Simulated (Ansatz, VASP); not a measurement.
TiAl in VASP and in Ansatz

Contents of INCAR:

```
PREC = Accurate
ENCUT = 520
EDIFF = 1E-7
ISMEAR = 0
SIGMA = 0.1
LREAL = F
LASPH = T
NELM = 60
ALGO = Normal
ISIF = 2
LWAVE = F
LCHARG = F
GGA = PE
IVDW = 12
NBANDS = 14
```

File KPOINTS:

```
Automatic mesh
0
Gamma
  6 6 6
```

Contents of POSCAR:

```
TiAl
1.0
    3.1790640000      0.0000000000      0.0000000000
    0.0000000000      3.1790640000      0.0000000000
    0.0000000000      0.0000000000      3.1790640000
Ti Al
1 1
Direct
    0.0000000000      0.0000000000      0.0000000000
    0.5000000000      0.5000000000      0.5000000000
```

Input for Ansatz:

```yaml
crystal:
  lattice:
    - [3.179064, 0.0, 0.0]
    - [0.0, 3.179064, 0.0]
    - [0.0, 0.0, 3.179064]
  atoms:
    - { symbol: Ti, position: [0.0, 0.0, 0.0] }
    - { symbol: Al, position: [0.5, 0.5, 0.5] }
basis:
  ecutwfc: 420
kpoints:
  mp_grid: { grid: [6, 6, 6] }
hamiltonian:
  xc: pbe
  dispersion: d3bj
  pseudopotentials: { kind: paw, azcp: { folder: soft_1 } }
scf:
  occupations: { method: gaussian, width: 0.1 }
output:
  forces: true
  stress: true
  eigenvalues: true
```

Alike in both runs: task single point; functional PBE; dispersion D3(BJ); k mesh 6 × 6 × 6; occupations gaussian, width 0.1 eV; no spin polarisation.

|  | VASP | Ansatz |
| --- | --- | --- |
| version | VASP 6.6.1 | Ansatz 0.2.0 |
| potentials or method | VASP PAW PBE potentials, release 64 (Ti_sv, Al), cutoff 520 eV | scalar-relativistic, plane waves, PAW |
| valence electrons in the cell | 15 | 15 |

|  | VASP | Ansatz | Ansatz less VASP |
| --- | --- | --- | --- |
| gap on the k mesh at the Fermi level (eV) | none | none | - |
| pressure (GPa) | -4.5 | -4.5 | +0.02 |

A gap of «none» marks a metal or a gap that the smearing closes.
